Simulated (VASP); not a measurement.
BP: single point with PBE

The system is BP.

```
B P
1.0
     0.00000    2.33354    2.15331
     2.15331    0.00000    2.15331
     2.15331    2.33354    0.00000
B P
1 1
Direct
  0.00000 0.00000 0.00000
  0.75000 0.75000 0.75000
```

This cell differs from its parent crystal: volume 10.820 Å^3 an atom, c/a of the conventional cell 1.0837.

* Program: VASP 6.6.1
* Task: single point
* Functional: PBE
* Potentials or basis: VASP PAW PBE potentials, release 64 (B, P)
* Cutoff: 520 eV
* k mesh: 12 × 12 × 12
* Occupations: gaussian, width 0.05 eV
* Spin: no spin polarisation

```yaml
Pressure: 15.4 GPa
Band_gap_on_the_k_mesh: 0.50 eV, indirect (least direct gap 3.12 eV)
```

Stress tensor (GPa, compression positive):
```
23.85  0.00  0.00
 0.00 -1.60  0.00
 0.00  0.00 23.85
```

Levels at points of the mesh, in eV from the valence-band top:
| k point | band 1 | band 2 | band 3 | band 4 | band 5 | band 6 | band 7 | band 8 |
| --- | --- | --- | --- | --- | --- | --- | --- | --- |
| (0.00, 0.00, 0.00) | -16.47 | -0.90 | 0.00 | 0.00 | 3.12 | 3.12 | 3.54 | 8.09 |
| (0.50, 0.00, 0.00) | -12.83 | -9.90 | -2.73 | -1.56 | 3.01 | 4.92 | 4.98 | 10.17 |
| (0.50, 0.50, 0.00) | -10.90 | -9.03 | -5.05 | -4.87 | 0.60 | 0.90 | 11.33 | 13.22 |
| (0.50, 0.00, 0.50) | -11.77 | -9.78 | -4.08 | -4.08 | 1.49 | 2.11 | 12.57 | 12.57 |

Wall time 48 s on 1 thread of Intel Xeon 8259CL, with other jobs on the host, peak memory 0.16 GiB.

 A k mesh can miss the band edges.
